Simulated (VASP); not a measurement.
# Tl (P6_3/mmc) in VASP: notebook

Tl is run at these levels: PBE; tasks: single point.

Program: VASP 6.6.1. These are calculated values, not measurements. Logs are shortened: lines on timing, memory, paths and dates and some standing lists are left out, and cuts for length are marked.

### Step 1. The cell of the first run

Symmetry: P6_3/mmc, No. 194, hexagonal system. The conventional cell has a = 3.283 Å, b = 3.283 Å, c = 5.663 Å, α = 90.00°, β = 90.00°, γ = 120.00°. Within 4.3 Å of Tl (site symmetry -6m2) lie 12 Tl at 3.28 to 3.41 Å.

### Step 2. Single point, PBE (strain -0.050 along x and y, +0.025 along z)

Input file INCAR:

```
SYSTEM = Tl
PREC     = Accurate       ! precision mode
ENCUT    = 520            ! plane-wave cutoff, eV
EDIFF    = 1E-6           ! SCF threshold, eV
ISMEAR   = 0              ! smearing method
SIGMA    = 0.15           ! smearing width, eV
LREAL    = .FALSE.        ! projectors in reciprocal space
LASPH    = .TRUE.         ! aspherical terms in the spheres
NELM     = 60             ! most SCF steps
ALGO     = Fast           ! electronic algorithm
ISIF     = 2              ! what is computed and relaxed
LWAVE    = .FALSE.        ! write WAVECAR
LCHARG   = .FALSE.        ! write CHGCAR
GGA      = PE             ! functional
NBANDS   = 20             ! bands
```

Input file KPOINTS:

```
Automatic mesh
0
G
  18 18 10
  0 0 0
```

Input file POSCAR:

```
Tl
1.0
    3.2831984387      0.0000000000      0.0000000000
   -1.6415992194      2.8433332536      0.0000000000
    0.0000000000      0.0000000000      5.6631250000
Tl
2
Direct
    0.3333333333      0.6666666667      0.2500000000
    0.6666666667      0.3333333333      0.7500000000
```

Potentials or basis: VASP PAW PBE potentials, release 64 (Tl_d).

Run with:

```console
> cat potpaw_PBE.64/Tl_d/POTCAR > POTCAR
> mpirun -np 1 vasp_std > vasp.out
```

OUTCAR:

```text
SYSTEM = Tl
   PREC = Accurate
   ENCUT = 520
   EDIFF = 1E-6
   ISMEAR = 0
   LREAL = .FALSE.
   LASPH = .TRUE.
   NELM = 60
   ISIF = 2
   GGA = PE

 ion  position               nearest neighbor table
   1  0.333  0.667  0.250-   2 3.41   2 3.41   2 3.41   2 3.41   2 3.41   2 3.41
   2  0.667  0.333  0.750-   1 3.41   1 3.41   1 3.41   1 3.41   1 3.41   1 3.41

  LATTYP: Found a hexagonal cell.
 ALAT       =     3.2831984387
 C/A-ratio  =     1.7248805108

  Lattice vectors:

 A1 = (   3.2831984387,   0.0000000000,   0.0000000000)
 A2 = (  -1.6415992194,   2.8433332536,   0.0000000000)
 A3 = (   0.0000000000,   0.0000000000,   5.6631250000)

Analysis of symmetry for initial positions (statically):
=====================================================================
 Subroutine PRICEL returns:
 Original cell was already a primitive cell.

 Routine SETGRP: Setting up the symmetry group for a
 hexagonal supercell.

 Subroutine GETGRP returns: Found 24 space group operations
 (whereof 12 operations were pure point group operations)
 out of a pool of 24 trial point group operations.

The static configuration has the point symmetry D_3d.
 The point group associated with its full space group is D_6h.

Analysis of symmetry for dynamics (positions and initial velocities):
=====================================================================
 Subroutine PRICEL returns:
 Original cell was already a primitive cell.

 Routine SETGRP: Setting up the symmetry group for a
 hexagonal supercell.

 Subroutine GETGRP returns: Found 24 space group operations
 (whereof 12 operations were pure point group operations)
 out of a pool of 24 trial point group operations.

The dynamic configuration has the point symmetry D_3d.
 The point group associated with its full space group is D_6h.

 Subroutine INISYM returns: Found 24 space group operations
 (whereof 12 operations are pure point group operations),
 and found     1 'primitive' translations

----------------------------------------------------------------------------------------

                                     Primitive cell

  volume of cell :      52.8666

  direct lattice vectors                    reciprocal lattice vectors
     3.283198439  0.000000000  0.000000000     0.304581042  0.175849946  0.000000000
    -1.641599219  2.843333254  0.000000000     0.000000000  0.351699893  0.000000000
     0.000000000  0.000000000  5.663125000     0.000000000  0.000000000  0.176580951

  length of vectors
     3.283198439  3.283198439  5.663125000     0.351699893  0.351699893  0.176580951

  position of ions in fractional coordinates (direct lattice)
     0.333333333  0.666666667  0.250000000
     0.666666667  0.333333333  0.750000000

  ion indices of the primitive-cell ions
   primitive index   ion index
                 1           1
                 2           2

----------------------------------------------------------------------------------------

 KPOINTS: Automatic mesh

Automatic generation of k-mesh.
 Grid dimensions read from file:
 generate k-points for:   18   18   10

 Generating k-lattice:

  Cartesian coordinates                     Fractional coordinates (reciprocal lattice)
     0.016921169  0.009769441  0.000000000     0.055555556 -0.000000000  0.000000000
     0.000000000  0.019538883  0.000000000     0.000000000  0.055555556  0.000000000
     0.000000000  0.000000000  0.017658095     0.000000000  0.000000000  0.100000000

  Length of vectors
     0.019538883  0.019538883  0.017658095

  Shift w.r.t. Gamma in fractional coordinates (k-lattice)
     0.000000000  0.000000000  0.000000000

 Subroutine IBZKPT returns following result:
 ===========================================

 Found    222 irreducible k-points:

 Following reciprocal coordinates:
            Coordinates               Weight
  0.000000  0.000000  0.000000      1.000000
  0.055556 -0.000000  0.000000      6.000000
  0.111111 -0.000000  0.000000      6.000000
  0.166667 -0.000000  0.000000      6.000000
  0.222222 -0.000000  0.000000      6.000000
  0.277778  0.000000  0.000000      6.000000
[... 16 lines left out ...]
  0.333333  0.111111  0.000000     12.000000
  0.388889  0.111111  0.000000     12.000000
 [... further k-points ...]
   k-points           NKPTS =    222   k-points in BZ     NKDIM =    222   number of bands    NBANDS=     20
   number of dos      NEDOS =    301   number of ions     NIONS =      2
   total plane-waves  NPLWV =  24192
   dimension x,y,z NGX =    24 NGY =   24 NGZ =   42
   dimension x,y,z NGXF=    48 NGYF=   48 NGZF=   84
   ions per type =               2
   NGX,Y,Z   is equivalent  to a cutoff of  12.15, 12.15, 12.33 a.u.
   NGXF,Y,Z  is equivalent  to a cutoff of  24.30, 24.30, 24.66 a.u.
 SYSTEM =  Tl
   PREC   = accura    normal or accurate (medium, high low for compatibility)
   ISTART =      0    job   : 0-new  1-cont  2-samecut
   ICHARG =      2    charge: 1-file 2-atom 10-const
   ISPIN  =      1    spin polarized calculation?
   LNONCOLLINEAR =      F non collinear calculations
   LSORBIT =      F    spin-orbit coupling
   LASPH  =      T    aspherical Exc in radial PAW
   ENCUT  =  520.0 eV  38.22 Ry    6.18 a.u.   6.10  6.10 10.53*2*pi/ulx,y,z
   NELM   =     60;   NELMIN=  2; NELMDL= -5     # of ELM steps
   EDIFF  = 0.1E-05   stopping-criterion for ELM
   LREAL  =      F    real-space projection
   EDIFFG = 0.1E-04   stopping-criterion for IOM
   NSW    =      0    number of steps for IOM
   IBRION =     -1    ionic relax: 0-MD 1-quasi-New 2-CG
   NFREE  =      0    steps in history (QN), initial steepest desc. (CG)
   ISIF   =      2    stress and relaxation
   ISYM   =      2    0-nonsym 1-usesym 2-fastsym
   POTIM  = 0.5000    time-step for ionic-motion
   TEBEG  =    0.0;   TEEND  =   0.0 temperature during run
   PSTRESS=    0.0 pullay stress
   NELECT =      26.0000    total number of electrons
   NUPDOWN=      -1.0000    fix difference up-down
   EMIN   =  10.00;   EMAX   =-10.00  energy-range for DOS
   EFERMI =   0.00;   METHOD = LEGACY
   ISMEAR =     0;   SIGMA  =   0.15  broadening in eV -4-tet -1-fermi 0-gaus
   EFERMI_NEDOS =   21; number of points for ismear=-14 and -15
   IALGO  =     68    algorithm
   IMIX   =      4    mixing-type and parameters
     AMIX     =   0.40;   BMIX     =  1.00
     AMIX_MAG =   1.60;   BMIX_MAG =  1.00
  volume/ion in A,a.u.               =      26.43       178.38
  Fermi-wavevector in a.u.,A,eV,Ry     =   1.292227  2.441956 22.719710  1.669852
  Thomas-Fermi vector in A             =   2.423948
   LORBIT       =      0    0 simple, 1 ext, 2 COOP (PROOUT), +10 PAW based schemes
   GGA     = PE    functional components
   LHFCALC =     F    Hartree Fock is set to
   AEXX    =    0.0000 exact exchange contribution
   IVDW    =     0    specifies the selected vdW correction
   LEPSILON=     F    determine dielectric tensor
   LRPA    =     F    only Hartree local field effects (RPA)
 non-spin polarized calculation
 RMM-DIIS sequential band-by-band and
 Gauss-broadening in eV      SIGMA  =   0.15
  energy-cutoff  :      520.00
  volume of cell :       52.87
 maximum number of plane-waves:      1442
   NGX = 13   NGY = 13   NGZ = 21

 number of electron      26.0000003 magnetization

 Free energy of the ion-electron system (eV)
  ---------------------------------------------------
  ext. energy  EPLUGINS =         0.00000000
  ---------------------------------------------------
  free energy    TOTEN  =        -4.24589605 eV

  energy without entropy =       -4.23627903  energy(sigma->0) =       -4.24108754

 E-fermi :   7.4704     XC(G=0): -10.5899

 val. band max:        7.4596945760   @ k =   0.4444   0.0556   0.1000
 cond. band min:       7.4888895475   @ k =   0.1667  -0.0000   0.3000
 fundamental gap:      0.0291949715
 Fermi energy:         7.4704256498

 k-point     1 :       0.0000    0.0000    0.0000
  band No.  band energies     occupation
      1      -4.6115      2.00000
      2      -4.3804      2.00000
      3      -4.2657      2.00000
      4      -4.2657      2.00000
      5      -4.2158      2.00000
      6      -4.2158      2.00000
[... 12 lines left out ...]
     19      19.0223      0.00000
     20      19.2977      0.00000

 k-point     2 :       0.0556   -0.0000    0.0000
  band No.  band energies     occupation
      1      -4.5925      2.00000
      2      -4.3741      2.00000
      3      -4.2656      2.00000
      4      -4.2469      2.00000
      5      -4.2199      2.00000
      6      -4.1980      2.00000
[... 12 lines left out ...]
     19      19.3491      0.00000
     20      19.6015      0.00000

 k-point     3 :       0.1111   -0.0000    0.0000
  band No.  band energies     occupation
      1      -4.5470      2.00000
      2      -4.3652      2.00000
      3      -4.2625      2.00000
      4      -4.2204      2.00000
      5      -4.1922      2.00000
      6      -4.1461      2.00000
[... 12 lines left out ...]
     19      19.4024      0.00000
     20      19.9362      0.00000

 k-point     4 :       0.1667   -0.0000    0.0000
  band No.  band energies     occupation
      1      -4.5207      2.00000
      2      -4.3379      2.00000
      3      -4.2896      2.00000
      4      -4.1703      2.00000
      5      -4.1089      2.00000
      6      -4.1071      2.00000
[... 12 lines left out ...]
     19      18.9325      0.00000
     20      19.0595      0.00000

 k-point     5 :       0.2222   -0.0000    0.0000
  band No.  band energies     occupation
      1      -4.5487      2.00000
      2      -4.3393      2.00000
      3      -4.2639      2.00000
      4      -4.1910      2.00000
      5      -4.0903      2.00000
      6      -4.0849      2.00000
[... 12 lines left out ...]
     19      18.4067      0.00000
     20      18.8355      0.00000

 k-point     6 :       0.2778    0.0000    0.0000
  band No.  band energies     occupation
      1      -4.6014      2.00000
      2      -4.3940      2.00000
      3      -4.2833      2.00000
      4      -4.1833      2.00000
      5      -4.1246      2.00000
      6      -3.9844      2.00000
[... 12 lines left out ...]
     19      17.7029      0.00000
     20      18.7658      0.00000

 k-point     7 :       0.3333    0.0000    0.0000
  band No.  band energies     occupation
      1      -4.6560      2.00000
      2      -4.4471      2.00000
      3      -4.3715      2.00000
      4      -4.1554      2.00000
      5      -4.1148      2.00000
      6      -4.0370      2.00000
[... 12 lines left out ...]
     19      17.0789      0.00000
     20      18.3523      0.00000
[... 277 lines left out ...]
 k-point    20 :       0.1667    0.1111    0.0000
  band No.  band energies     occupation
      1      -4.4709      2.00000
      2      -4.3709      2.00000
      3      -4.2410      2.00000
      4      -4.1963      2.00000
      5      -4.1446      2.00000
      6      -4.1365      2.00000
[... 12 lines left out ...]
     19      18.0430      0.00000
     20      19.2107      0.00000

 k-point    21 :       0.2222    0.1111    0.0000
  band No.  band energies     occupation
      1      -4.5232      2.00000
      2      -4.3566      2.00000
      3      -4.2882      2.00000
      4      -4.2090      2.00000
      5      -4.1734      2.00000
      6      -4.0444      2.00000
[... 12 lines left out ...]
     19      17.4876      0.00000
     20      18.9494      0.00000

 k-point    22 :       0.2778    0.1111    0.0000
  band No.  band energies     occupation
      1      -4.5762      2.00000
      2      -4.3836      2.00000
      3      -4.3737      2.00000
      4      -4.1942      2.00000
      5      -4.1395      2.00000
      6      -4.0213      2.00000
[... 12 lines left out ...]
     19      17.0855      0.00000
     20      18.7564      0.00000

 k-point    23 :       0.3333    0.1111    0.0000
  band No.  band energies     occupation
      1      -4.6198      2.00000
      2      -4.4419      2.00000
      3      -4.4155      2.00000
      4      -4.2055      2.00000
      5      -4.0764      2.00000
      6      -4.0659      2.00000
[... 12 lines left out ...]
     19      16.8017      0.00000
     20      18.6035      0.00000

 k-point    24 :       0.3889    0.1111    0.0000
  band No.  band energies     occupation
      1      -4.6482      2.00000
      2      -4.4855      2.00000
      3      -4.4383      2.00000
      4      -4.2085      2.00000
      5      -4.0987      2.00000
      6      -4.0353      2.00000
[... 12 lines left out ...]
     19      16.6312      0.00000
     20      18.5081      0.00000

 [... further k-points ...]

------------------------ aborting loop because EDIFF is reached ----------------------------------------

  FORCE on cell =-STRESS in cart. coord.  units (eV):
  Direction    XX          YY          ZZ          XY          YZ          ZX
  --------------------------------------------------------------------------------------
  -------------------------------------------------------------------------------------
  Total        2.6883621      2.6883621      1.7848360     -0.0000000     -0.0000000     -0.0000000
  in kB       81.4736736     81.4736736     54.0913550     -0.0000000     -0.0000000     -0.0000000
  external PRESSURE =      72.3462341 kB  Pullay stress =       0.0000000 kB

 VOLUME and BASIS-vectors are now :
 -----------------------------------------------------------------------------
  energy-cutoff  :      520.00
  volume of cell :       52.87
      direct lattice vectors                 reciprocal lattice vectors
     3.283198439  0.000000000  0.000000000     0.304581042  0.175849946  0.000000000
    -1.641599219  2.843333254  0.000000000     0.000000000  0.351699893  0.000000000
     0.000000000  0.000000000  5.663125000     0.000000000  0.000000000  0.176580951

 POSITION                                       TOTAL-FORCE (eV/Angst)
 -----------------------------------------------------------------------------------
     -0.00000      1.89556      1.41578        -0.000000      0.000000      0.000000
      1.64160      0.94778      4.24734         0.000000      0.000000      0.000000
 -----------------------------------------------------------------------------------
    total drift:                               -0.000000      0.000000      0.000000

  FREE ENERGIE OF THE ION-ELECTRON SYSTEM (eV)
  ---------------------------------------------------
  free  energy   TOTEN  =        -4.2458960452 eV

  energy  without entropy=       -4.2362790343  energy(sigma->0) =       -4.24108754
```

It took 3.1 min on 1 thread of AMD EPYC 7R13, shared host; peak memory 0.27 GiB.

What came out:

```
Free energy            : -4.2459 eV
Pressure               : 7.2 GPa
Band gap on the k mesh : zero (bands 13 and 14 overlap by 5.61 eV)
```

Caveat: the cell differs from its parent crystal (strain -0.050 along x and y, +0.025 along z); the cell stands under pressure; spin-orbit coupling is left out, which moves the levels of the heavy elements.

(Part 1 of 3 ends here.)

The gap in the log of VASP goes by the Fermi energy; the results here count the filled bands.